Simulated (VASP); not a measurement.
Set up this calculation in VASP 6.6.1, as the native input.

| Item | Value |
| --- | --- |
| Task | single point |
| Functional | BLYP |
| Potentials or basis | VASP PAW PBE potentials, release 64 (Cd) |
| Cutoff | 520 eV |
| k mesh | 12 × 12 × 5 |
| Occupations | fermi-dirac, width 0.1 eV |
| Spin | non-collinear spin, zero start, spin-orbit coupling |
| Starting moments | [[0.0, 0.0, 0.0], [0.0, 0.0, 0.0]] μB |
| Dipole correction | no |
| Further INCAR settings | ALGO = Normal; EDIFF = 1e-06; NBANDS = 36 |

The structure of Cd lies in POSCAR:

```
Cd
1.0
    3.0972784556      0.0000000000      0.0000000000
   -1.5486392278      2.6823218251      0.0000000000
    0.0000000000      0.0000000000      6.4200637829
Cd
2
Direct
    0.3333333333      0.6666666667      0.2500000000
    0.6666666667      0.3333333333      0.7500000000
```

The input as run:

INCAR

```
PREC = Accurate
ENCUT = 520
EDIFF = 1E-6
ISMEAR = -1
SIGMA = 0.1
LREAL = F
LASPH = T
NELM = 150
ALGO = Normal
ISIF = 2
LWAVE = F
LCHARG = F
MAGMOM = 0 0 0 0 0 0
LORBIT = 11
LSORBIT = T
GGA_COMPAT = F
LORBMOM = T
GGA = B5
ALDAX = 1.0
AGGAX = 1.0
AGGAC = 1.0
ALDAC = 0.0
NBANDS = 36
```

KPOINTS

```
Automatic mesh
0
Gamma
  12 12 5
```

Potentials or basis: VASP PAW PBE potentials, release 64 (Cd).

Launch:

```console
$ cat potpaw_PBE.64/Cd/POTCAR > POTCAR
$ mpirun -np 1 vasp_ncl > vasp.out
```

It gave:

```yaml
Pressure: 0.0 GPa
Net_moment: 0.00 μB per cell
Valence_electrons_inside_the_program's_atomic_spheres: Cd 10.29
```

Caveat: the PAW data sets were made with another functional, which shifts forces and pressure a little.

Wall time 86 s on 1 thread of Intel(R) Xeon(R) Platinum 8559C (Emerald Rapids) (shared host), peak memory 0.35 GiB.
